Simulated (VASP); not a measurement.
# MgS (P1) in VASP: relaxation of cell and atoms with PBE+D3(BJ)

Aim: the relaxation of cell and atoms of MgS with PBE+D3(BJ).

All numbers are computed with VASP 6.6.1; they aren't measurements. Logs are shortened: lines on timing, memory, paths and dates and some standing lists are left out, and cuts for length are marked.

### 1 The cell of the first run

The typed cell holds 2 atoms: a = 4.010 Å, b = 3.959 Å, c = 4.029 Å, α = 61.82°, β = 59.14°, γ = 59.95°.

### 2 Relaxation of cell and atoms, PBE+D3(BJ) (the cell strained at random)

INCAR reads:

```
ALGO = Normal ; EDIFF = 1E-6
EDIFFG = -0.01 ; ENCUT = 600
GGA = PE ; IBRION = 2
ISIF = 3 ; ISMEAR = 0
IVDW = 12 ; LASPH = T
LCHARG = F ; LREAL = F
LWAVE = F ; NELM = 100
NSW = 60 ; PREC = Accurate
SIGMA = 0.01
```

KPOINTS reads:

```
k-points
0
Gamma
  6 6 6
```

POSCAR reads:

```
MgS
1.0
    0.0138840000      2.8646660000      2.8060800000
    2.7618700000     -0.0163550000      2.8363190000
    2.7812960000      2.9143320000     -0.0357820000
S Mg
1 1
Direct
    0.2500000000      0.2500000000      0.2500000000
    0.0000000000      0.0000000000      0.0000000000
```

Potentials or basis: VASP PAW PBE potentials, release 64 (S, Mg).

Run with:

```console
$ cat potpaw_PBE.64/S/POTCAR potpaw_PBE.64/Mg/POTCAR > POTCAR
$ mpirun -np 1 vasp_std > vasp.out
```

OUTCAR:

```text
EDIFF = 1E-6
   EDIFFG = -0.01
   ENCUT = 600
   GGA = PE
   IBRION = 2
   ISIF = 3
   ISMEAR = 0
   IVDW = 12
   LASPH = T
   LREAL = F
   NELM = 100
   NSW = 60
   PREC = Accurate
 IVDW          = 12

 ion  position               nearest neighbor table
   1  0.250  0.250  0.250-   2 2.43   2 2.44   2 2.46   2 2.49
   2  0.000  0.000  0.000-   1 2.43   1 2.44   1 2.46   1 2.49

  LATTYP: Found a triclinic cell.
 ALAT       =     4.0286745708
 B/A-ratio  =     1.3725072653
 C/A-ratio  =     0.9953797222
 COS(alpha) =     0.0070643633
 COS(beta)  =     0.5129481787
 COS(gamma) =     0.6947289819

  Lattice vectors:

 A1 = (  -2.7812960000,  -2.9143320000,   0.0357820000)
 A2 = (  -5.5292820000,  -0.0333110000,   0.0055430000)
 A3 = (  -0.0138840000,  -2.8646660000,  -2.8060800000)

Analysis of symmetry for initial positions (statically):
=====================================================================
 Subroutine PRICEL returns:
 Original cell was already a primitive cell.

 Routine SETGRP: Setting up the symmetry group for a
 triclinic supercell.

 Subroutine GETGRP returns: Found  1 space group operations
 (whereof  1 operations were pure point group operations)
 out of a pool of  2 trial point group operations.

The static configuration has the point symmetry C_1 .

Analysis of symmetry for dynamics (positions and initial velocities):
=====================================================================
 Subroutine PRICEL returns:
 Original cell was already a primitive cell.

 Routine SETGRP: Setting up the symmetry group for a
 triclinic supercell.

 Subroutine GETGRP returns: Found  1 space group operations
 (whereof  1 operations were pure point group operations)
 out of a pool of  2 trial point group operations.

The dynamic configuration has the point symmetry C_1 .

 Subroutine INISYM returns: Found  1 space group operations
 (whereof  1 operations are pure point group operations),
 and found     1 'primitive' translations

----------------------------------------------------------------------------------------

                                     Primitive cell

  volume of cell :      45.4805

  direct lattice vectors                    reciprocal lattice vectors
     0.013884000  2.864666000  2.806080000    -0.181734932  0.175624131  0.177977367
     2.761870000 -0.016355000  2.836319000     0.182063913 -0.171612914  0.174295068
     2.781296000  2.914332000 -0.035782000     0.179659536  0.169537580 -0.173966150

  length of vectors
     4.010060975  3.958901218  4.028674571     0.309107367  0.304921352  0.302133681

  position of ions in fractional coordinates (direct lattice)
[... 84 lines left out ...]
   NFREE  =      1    steps in history (QN), initial steepest desc. (CG)
   ISIF   =      3    stress and relaxation
   ISYM   =      2    0-nonsym 1-usesym 2-fastsym
   POTIM  = 0.5000    time-step for ionic-motion
   TEBEG  =    0.0;   TEEND  =   0.0 temperature during run
   PSTRESS=    0.0 pullay stress
   NELECT =       8.0000    total number of electrons
   NUPDOWN=      -1.0000    fix difference up-down
   EMIN   =  10.00;   EMAX   =-10.00  energy-range for DOS
   EFERMI =   0.00;   METHOD = LEGACY
   ISMEAR =     0;   SIGMA  =   0.01  broadening in eV -4-tet -1-fermi 0-gaus
   EFERMI_NEDOS =   21; number of points for ismear=-14 and -15
   IALGO  =     38    algorithm
   IMIX   =      4    mixing-type and parameters
     AMIX     =   0.40;   BMIX     =  1.00
     AMIX_MAG =   1.60;   BMIX_MAG =  1.00
  volume/ion in A,a.u.               =      22.74       153.46
  Fermi-wavevector in a.u.,A,eV,Ry     =   0.917269  1.733386 11.447692  0.841382
  Thomas-Fermi vector in A             =   2.042218
   LORBIT       =      0    0 simple, 1 ext, 2 COOP (PROOUT), +10 PAW based schemes
   GGA     = PE    functional components
   LHFCALC =     F    Hartree Fock is set to
   AEXX    =    0.0000 exact exchange contribution
   IVDW    =    12    specifies the selected vdW correction
   LEPSILON=     F    determine dielectric tensor
   LRPA    =     F    only Hartree local field effects (RPA)
 conjugate gradient relaxation of ions
 non-spin polarized calculation
 Gauss-broadening in eV      SIGMA  =   0.01
  energy-cutoff  :      600.00
  volume of cell :       45.48
 maximum number of plane-waves:      1531
   NGX = 17   NGY = 15   NGZ = 17

--------------------------------------- Ionic step        1  -------------------------------------------

 number of electron       8.0000000 magnetization

 Free energy of the ion-electron system (eV)
  ---------------------------------------------------
  ext. energy  EPLUGINS =         0.00000000
  ---------------------------------------------------
  free energy    TOTEN  =        -8.46294967 eV

  energy without entropy =       -8.46294967  energy(sigma->0) =       -8.46294967

------------------------ aborting loop because EDIFF is reached ----------------------------------------

 Edisp (eV)   -0.53951

 E8    (eV) :    -0.2166
[... 105 lines left out ...]
  FREE ENERGIE OF THE ION-ELECTRON SYSTEM (eV)
  ---------------------------------------------------
  free  energy   TOTEN  =        -9.0125122282 eV

  energy  without entropy=       -9.0125122282  energy(sigma->0) =       -9.01251223

[... ionic steps 4 to 7 ...]

--------------------------------------- Ionic step        8  -------------------------------------------

 number of electron       7.9999999 magnetization

------------------------ aborting loop because EDIFF is reached ----------------------------------------
[... 75 lines left out ...]
--------------------------------------- Ionic step       10  -------------------------------------------

 number of electron       7.9999999 magnetization

 Free energy of the ion-electron system (eV)
  ---------------------------------------------------
  ext. energy  EPLUGINS =         0.00000000
  ---------------------------------------------------
  free energy    TOTEN  =        -8.46146739 eV

  energy without entropy =       -8.46146739  energy(sigma->0) =       -8.46146739

 E-fermi :   1.2620     XC(G=0):  -8.4688

 val. band max:        1.1997125158   @ k =   0.0000   0.0000   0.0000
 cond. band min:       4.7533010439   @ k =   0.0000   0.0000   0.0000
 fundamental gap:      3.5535885281
 Fermi energy:         1.2620293582

 k-point     1 :       0.0000    0.0000    0.0000
  band No.  band energies     occupation
      1     -10.1428      2.00000
      2       1.1859      2.00000
      3       1.1924      2.00000
      4       1.1997      2.00000
      5       4.7533      0.00000
      6       9.1842      0.00000
      7       9.1932      0.00000
      8       9.2072      0.00000
[... 243 lines left out ...]
 k-point    24 :       0.5000   -0.0000    0.1667
  band No.  band energies     occupation
      1      -9.3794      2.00000
      2      -1.7332      2.00000
      3       0.2462      2.00000
      4       0.6500      2.00000
      5       6.9274      0.00000
      6       8.0514      0.00000
      7       9.6543      0.00000
      8      10.0121      0.00000

 [... further k-points ...]

------------------------ aborting loop because EDIFF is reached ----------------------------------------

 Edisp (eV)   -0.55352

 E8    (eV) :    -0.2224
[... 25 lines left out ...]
  FREE ENERGIE OF THE ION-ELECTRON SYSTEM (eV)
  ---------------------------------------------------
  free  energy   TOTEN  =        -9.0149920103 eV

  energy  without entropy=       -9.0149920103  energy(sigma->0) =       -9.01499201

 reached required accuracy - stopping structural energy minimisation
```

Run time: 3.5 min. Hardware: 1 thread of Intel Xeon 8259CL, shared host; peak memory 0.23 GiB.

What came out:

| Property | Result |
| --- | --- |
| Free energy | -9.0150 eV |
| Relaxed volume | 22.23 Å³/atom |
| Relaxed cell | a = 3.980 Å, b = 3.979 Å, c = 3.972 Å, α = 59.98°, β = 60.04°, γ = 59.93° |
| Space group after relaxing (to 0.1 Å) | F-43m (No. 216) |
| Energy gained by relaxing | 6.3 meV/atom |
| Ionic steps | 10 |
| Pressure after relaxing | 0.0 GPa |
| Band gap on the k mesh | 3.55 eV |
| Dispersion energy per atom | -0.277 eV |

Forces in eV/Å, atoms in the order of the input:
```
S    0.002  0.000 -0.001
Mg  -0.002  0.000  0.001
```

The path:
| step | energy change (eV) | largest force (eV/Å) | pressure (GPa) | volume (Å³) |
| --- | --- | --- | --- | --- |
| 1 | 0.0000 | 0.1563 | -1.34 | 45.48 |
| 2 | -0.0100 | 0.0385 | 0.24 | 44.24 |
| 3 | -0.0101 | 0.0248 | 0.13 | 44.32 |
| 4 | -0.0107 | 0.0306 | 0.04 | 44.39 |
| 5 | -0.0116 | 0.0550 | -0.21 | 44.59 |
| 6 | -0.0121 | 0.0303 | -0.13 | 44.54 |
| 7 | -0.0124 | 0.0176 | 0.01 | 44.44 |
| 8 | -0.0125 | 0.0128 | 0.02 | 44.43 |
| 9 | -0.0125 | 0.0018 | 0.05 | 44.41 |
| 10 | -0.0125 | 0.0027 | -0.02 | 44.45 |

Final structure:
```
S Mg
1.0
    -0.00113    2.81047    2.81784
     2.81121    0.00096    2.81583
     2.80930    2.80767    0.00260
S Mg
1 1
Direct
  0.25028 0.24994 0.24969
  0.99972 0.00006 0.00031
```

Levels at points of the mesh, in eV from the valence-band top:
```
           k point  band 1  band 2  band 3  band 4  band 5  band 6  band 7  band 8
(0.00, 0.00, 0.00)  -11.34   -0.01   -0.01    0.00    3.55    7.98    7.99    8.01
(0.50, 0.00, 0.00)  -10.63   -3.21   -0.34   -0.33    5.19    7.65    7.68    8.70
(0.00, 0.50, 0.00)  -10.63   -3.20   -0.35   -0.33    5.18    7.65    7.67    8.70
(0.50, 0.50, 0.00)  -10.40   -2.88   -1.06   -1.05    3.86    5.68   11.33   12.47
(0.00, 0.00, 0.50)  -10.63   -3.20   -0.35   -0.34    5.18    7.64    7.66    8.70
(0.50, 0.00, 0.50)  -10.40   -2.87   -1.07   -1.07    3.86    5.66   11.36   12.44
(0.00, 0.50, 0.50)  -10.40   -2.87   -1.07   -1.06    3.86    5.67   11.35   12.47
(0.50, 0.50, 0.50)  -10.63   -3.20   -0.34   -0.33    5.18    7.65    7.67    8.70
```

Caveat: the cell differs from its parent crystal (the cell strained at random).
